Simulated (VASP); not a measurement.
# K3SbI (Pm-3m) in VASP: notebook

K3SbI is run at these levels: PBE; tasks: single point, relaxation of cell and atoms.

Everything below comes from runs of VASP 6.6.1. Logs are shortened: lines on timing, memory, paths and dates and some standing lists are left out, and cuts for length are marked.

## 1. The cell of the first run

The structure is cubic, space group Pm-3m (No. 221). The conventional cell has a = 6.461 Å, b = 6.461 Å, c = 6.461 Å, α = 90.00°, β = 90.00°, γ = 90.00°. Within 4.2 Å of K (site symmetry 4/mmm) lie 2 I at 3.23 Å. I (site symmetry m-3m) has 6 K at 3.23 Å within 4.2 Å.

The cell was generated, and may not be a known phase.

## 2. Single point, PBE

INCAR

```
ALGO = Normal
EDIFF = 1E-6
ENCUT = 520
GGA = PE
ISIF = 2
ISMEAR = 0
LASPH = True
LCHARG = False
LREAL = False
LWAVE = False
NBANDS = 28
NELM = 100
PREC = Accurate
SIGMA = 0.1
```

KPOINTS

```
k-points
0
Gamma
  6 6 6
```

POSCAR

```
K3SbI
1.0
    6.4612457742      0.0000000000      0.0000000000
    0.0000000000      6.4612457742      0.0000000000
    0.0000000000      0.0000000000      6.4612457742
K Sb I
3 1 1
Direct
    0.0000000000      0.5000000000      0.5000000000
    0.5000000000      0.0000000000      0.5000000000
    0.5000000000      0.5000000000      0.0000000000
    0.0000000000      0.0000000000      0.0000000000
    0.5000000000      0.5000000000      0.5000000000
```

Potentials or basis: VASP PAW PBE potentials, release 64 (K_sv, Sb, I).

Launch:

```console
$ cat potpaw_PBE.64/K_sv/POTCAR potpaw_PBE.64/Sb/POTCAR potpaw_PBE.64/I/POTCAR > POTCAR
$ mpirun -np 1 vasp_std > vasp.out
```

OUTCAR:

```text
EDIFF = 1E-6
   ENCUT = 520
   GGA = PE
   ISIF = 2
   ISMEAR = 0
   LASPH = True
   LREAL = False
   NELM = 100
   PREC = Accurate

 ion  position               nearest neighbor table
   1  0.000  0.500  0.500-   5 3.23   5 3.23
   2  0.500  0.000  0.500-   5 3.23   5 3.23
   3  0.500  0.500  0.000-   5 3.23   5 3.23
   4  0.000  0.000  0.000-
   5  0.500  0.500  0.500-   1 3.23   2 3.23   3 3.23   3 3.23   2 3.23   1 3.23

  LATTYP: Found a simple cubic cell.
 ALAT       =     6.4612457742

  Lattice vectors:

 A1 = (   6.4612457742,   0.0000000000,   0.0000000000)
 A2 = (   0.0000000000,   6.4612457742,   0.0000000000)
 A3 = (   0.0000000000,   0.0000000000,   6.4612457742)

Analysis of symmetry for initial positions (statically):
=====================================================================
 Subroutine PRICEL returns:
 Original cell was already a primitive cell.

 Routine SETGRP: Setting up the symmetry group for a
 simple cubic supercell.

 Subroutine GETGRP returns: Found 48 space group operations
 (whereof 48 operations were pure point group operations)
 out of a pool of 48 trial point group operations.

The static configuration has the point symmetry O_h .

Analysis of symmetry for dynamics (positions and initial velocities):
=====================================================================
 Subroutine PRICEL returns:
 Original cell was already a primitive cell.

 Routine SETGRP: Setting up the symmetry group for a
 simple cubic supercell.

 Subroutine GETGRP returns: Found 48 space group operations
 (whereof 48 operations were pure point group operations)
 out of a pool of 48 trial point group operations.

The dynamic configuration has the point symmetry O_h .

 Subroutine INISYM returns: Found 48 space group operations
 (whereof 48 operations are pure point group operations),
 and found     1 'primitive' translations

----------------------------------------------------------------------------------------

                                     Primitive cell

  volume of cell :     269.7421

  direct lattice vectors                    reciprocal lattice vectors
     6.461245774  0.000000000  0.000000000     0.154768915  0.000000000  0.000000000
     0.000000000  6.461245774  0.000000000     0.000000000  0.154768915  0.000000000
     0.000000000  0.000000000  6.461245774     0.000000000  0.000000000  0.154768915

  length of vectors
     6.461245774  6.461245774  6.461245774     0.154768915  0.154768915  0.154768915

  position of ions in fractional coordinates (direct lattice)
     0.000000000  0.500000000  0.500000000
     0.500000000  0.000000000  0.500000000
     0.500000000  0.500000000  0.000000000
     0.000000000  0.000000000  0.000000000
     0.500000000  0.500000000  0.500000000

  ion indices of the primitive-cell ions
   primitive index   ion index
                 1           1
                 2           2
                 3           3
                 4           4
                 5           5

----------------------------------------------------------------------------------------

 KPOINTS: k-points

Automatic generation of k-mesh.
 Grid dimensions read from file:
 generate k-points for:    6    6    6

 Generating k-lattice:

  Cartesian coordinates                     Fractional coordinates (reciprocal lattice)
     0.025794819  0.000000000  0.000000000     0.166666667  0.000000000  0.000000000
     0.000000000  0.025794819  0.000000000     0.000000000  0.166666667  0.000000000
     0.000000000  0.000000000  0.025794819     0.000000000  0.000000000  0.166666667

  Length of vectors
     0.025794819  0.025794819  0.025794819

  Shift w.r.t. Gamma in fractional coordinates (k-lattice)
     0.000000000  0.000000000  0.000000000

 Subroutine IBZKPT returns following result:
 ===========================================

 Found     20 irreducible k-points:

 Following reciprocal coordinates:
            Coordinates               Weight
  0.000000  0.000000  0.000000      1.000000
  0.166667  0.000000  0.000000      6.000000
  0.333333  0.000000  0.000000      6.000000
  0.500000  0.000000  0.000000      3.000000
  0.166667  0.166667  0.000000     12.000000
  0.333333  0.166667  0.000000     24.000000
[... 12 lines left out ...]
  0.500000  0.500000  0.333333      6.000000
  0.500000  0.500000  0.500000      1.000000
   k-points           NKPTS =     20   k-points in BZ     NKDIM =     20   number of bands    NBANDS=     28
   number of dos      NEDOS =    301   number of ions     NIONS =      5
   total plane-waves  NPLWV = 110592
   dimension x,y,z NGX =    48 NGY =   48 NGZ =   48
   dimension x,y,z NGXF=    96 NGYF=   96 NGZF=   96
   ions per type =               3   1   1
   NGX,Y,Z   is equivalent  to a cutoff of  12.35, 12.35, 12.35 a.u.
   NGXF,Y,Z  is equivalent  to a cutoff of  24.70, 24.70, 24.70 a.u.
 SYSTEM =  unknown system
   PREC   = accura    normal or accurate (medium, high low for compatibility)
   ISTART =      0    job   : 0-new  1-cont  2-samecut
   ICHARG =      2    charge: 1-file 2-atom 10-const
   ISPIN  =      1    spin polarized calculation?
   LNONCOLLINEAR =      F non collinear calculations
   LSORBIT =      F    spin-orbit coupling
   LASPH  =      T    aspherical Exc in radial PAW
   ENCUT  =  520.0 eV  38.22 Ry    6.18 a.u.  12.01 12.01 12.01*2*pi/ulx,y,z
   NELM   =    100;   NELMIN=  2; NELMDL= -5     # of ELM steps
   EDIFF  = 0.1E-05   stopping-criterion for ELM
   LREAL  =      F    real-space projection
   EDIFFG = 0.1E-04   stopping-criterion for IOM
   NSW    =      0    number of steps for IOM
   IBRION =     -1    ionic relax: 0-MD 1-quasi-New 2-CG
   NFREE  =      0    steps in history (QN), initial steepest desc. (CG)
   ISIF   =      2    stress and relaxation
   ISYM   =      2    0-nonsym 1-usesym 2-fastsym
   POTIM  = 0.5000    time-step for ionic-motion
   TEBEG  =    0.0;   TEEND  =   0.0 temperature during run
   PSTRESS=    0.0 pullay stress
   NELECT =      39.0000    total number of electrons
   NUPDOWN=      -1.0000    fix difference up-down
   EMIN   =  10.00;   EMAX   =-10.00  energy-range for DOS
   EFERMI =   0.00;   METHOD = LEGACY
   ISMEAR =     0;   SIGMA  =   0.10  broadening in eV -4-tet -1-fermi 0-gaus
   EFERMI_NEDOS =   21; number of points for ismear=-14 and -15
   IALGO  =     38    algorithm
   IMIX   =      4    mixing-type and parameters
     AMIX     =   0.40;   BMIX     =  1.00
     AMIX_MAG =   1.60;   BMIX_MAG =  1.00
  volume/ion in A,a.u.               =      53.95       364.06
  Fermi-wavevector in a.u.,A,eV,Ry     =   0.859238  1.623724 10.045043  0.738290
  Thomas-Fermi vector in A             =   1.976563
   LORBIT       =      0    0 simple, 1 ext, 2 COOP (PROOUT), +10 PAW based schemes
   GGA     = PE    functional components
   LHFCALC =     F    Hartree Fock is set to
   AEXX    =    0.0000 exact exchange contribution
   IVDW    =     0    specifies the selected vdW correction
   LEPSILON=     F    determine dielectric tensor
   LRPA    =     F    only Hartree local field effects (RPA)
 non-spin polarized calculation
 Gauss-broadening in eV      SIGMA  =   0.10
  energy-cutoff  :      520.00
  volume of cell :      269.74
 maximum number of plane-waves:      7294
   NGX = 25   NGY = 25   NGZ = 25

 number of electron      39.0000010 magnetization

 Free energy of the ion-electron system (eV)
  ---------------------------------------------------
  ext. energy  EPLUGINS =         0.00000000
  ---------------------------------------------------
  free energy    TOTEN  =       -11.21013966 eV

  energy without entropy =      -11.16477803  energy(sigma->0) =      -11.18745884

 E-fermi :   0.6876     XC(G=0):  -6.5117

 val. band max:        0.6310073783   @ k =   0.5000   0.5000   0.1667
 cond. band min:       0.7142367346   @ k =   0.5000   0.0000   0.0000
 fundamental gap:      0.0832293563
 Fermi energy:         0.6876317520

 k-point     1 :       0.0000    0.0000    0.0000
  band No.  band energies     occupation
      1     -30.6631      2.00000
      2     -30.6560      2.00000
      3     -30.6560      2.00000
      4     -14.2498      2.00000
      5     -14.2498      2.00000
      6     -14.2498      2.00000
[... 20 lines left out ...]
     27       5.4620      0.00000
     28       5.4620      0.00000

 k-point     2 :       0.1667    0.0000    0.0000
  band No.  band energies     occupation
      1     -30.6626      2.00000
      2     -30.6564      2.00000
      3     -30.6560      2.00000
      4     -14.2898      2.00000
      5     -14.2483      2.00000
      6     -14.2483      2.00000
[... 20 lines left out ...]
     27       5.3377      0.00000
     28       5.5710      0.00000

 k-point     3 :       0.3333    0.0000    0.0000
  band No.  band energies     occupation
      1     -30.6616      2.00000
      2     -30.6574      2.00000
      3     -30.6560      2.00000
      4     -14.3648      2.00000
      5     -14.2452      2.00000
      6     -14.2452      2.00000
[... 20 lines left out ...]
     27       4.8740      0.00000
     28       5.0022      0.00000

 k-point     4 :       0.5000    0.0000    0.0000
  band No.  band energies     occupation
      1     -30.6607      2.00000
      2     -30.6583      2.00000
      3     -30.6560      2.00000
      4     -14.3992      2.00000
      5     -14.2436      2.00000
      6     -14.2436      2.00000
[... 454 lines left out ...]
     27       5.2027      0.00000
     28       5.3460      0.00000

 k-point    19 :       0.5000    0.5000    0.3333
  band No.  band energies     occupation
      1     -30.6583      2.00000
      2     -30.6583      2.00000
      3     -30.6583      2.00000
      4     -14.6689      2.00000
      5     -14.1915      2.00000
      6     -14.1813      2.00000
[... 20 lines left out ...]
     27       5.3010      0.00000
     28       5.3044      0.00000

 k-point    20 :       0.5000    0.5000    0.5000
  band No.  band energies     occupation
      1     -30.6583      2.00000
      2     -30.6583      2.00000
      3     -30.6583      2.00000
      4     -14.6983      2.00000
      5     -14.1813      2.00000
      6     -14.1813      2.00000
[... 20 lines left out ...]
     27       4.8063      0.00000
     28       5.2049      0.00000

------------------------ aborting loop because EDIFF is reached ----------------------------------------

  FORCE on cell =-STRESS in cart. coord.  units (eV):
  Direction    XX          YY          ZZ          XY          YZ          ZX
  --------------------------------------------------------------------------------------
  -------------------------------------------------------------------------------------
  Total        0.0291324      0.0291324      0.0291324      0.0000000      0.0000000      0.0000000
  in kB        0.1730367      0.1730367      0.1730367      0.0000000      0.0000000      0.0000000
  external PRESSURE =       0.1730367 kB  Pullay stress =       0.0000000 kB

 VOLUME and BASIS-vectors are now :
 -----------------------------------------------------------------------------
  energy-cutoff  :      520.00
  volume of cell :      269.74
      direct lattice vectors                 reciprocal lattice vectors
     6.461245774  0.000000000  0.000000000     0.154768915  0.000000000  0.000000000
     0.000000000  6.461245774  0.000000000     0.000000000  0.154768915  0.000000000
     0.000000000  0.000000000  6.461245774     0.000000000  0.000000000  0.154768915

 POSITION                                       TOTAL-FORCE (eV/Angst)
 -----------------------------------------------------------------------------------
      0.00000      3.23062      3.23062         0.000000      0.000000      0.000000
      3.23062      0.00000      3.23062         0.000000      0.000000      0.000000
      3.23062      3.23062      0.00000         0.000000      0.000000      0.000000
      0.00000      0.00000      0.00000         0.000000      0.000000      0.000000
      3.23062      3.23062      3.23062         0.000000      0.000000      0.000000
 -----------------------------------------------------------------------------------
    total drift:                                0.000000      0.000000     -0.000000

  FREE ENERGIE OF THE ION-ELECTRON SYSTEM (eV)
  ---------------------------------------------------
  free  energy   TOTEN  =       -11.2101396605 eV

  energy  without entropy=      -11.1647780256  energy(sigma->0) =      -11.18745884
```

It took 97 s on 1 thread of Intel Xeon Platinum 8559C (Emerald Rapids), shared host; peak memory 0.41 GiB.

Results:

| Quantity | Value |
| --- | --- |
| Free energy | -11.2101 eV |
| Pressure | 0.0 GPa |
| Band gap on the k mesh | zero (an odd number of electrons rules out a gap without spin polarisation) |

Caveat: spin-orbit coupling is left out, which moves the levels of the heavy elements; an odd number of electrons without spin polarisation forces a metal; a magnetic or distorted state may lie lower.

[end of part 1 of 2]

The gap in the log of VASP goes by the Fermi energy; the results here count the filled bands.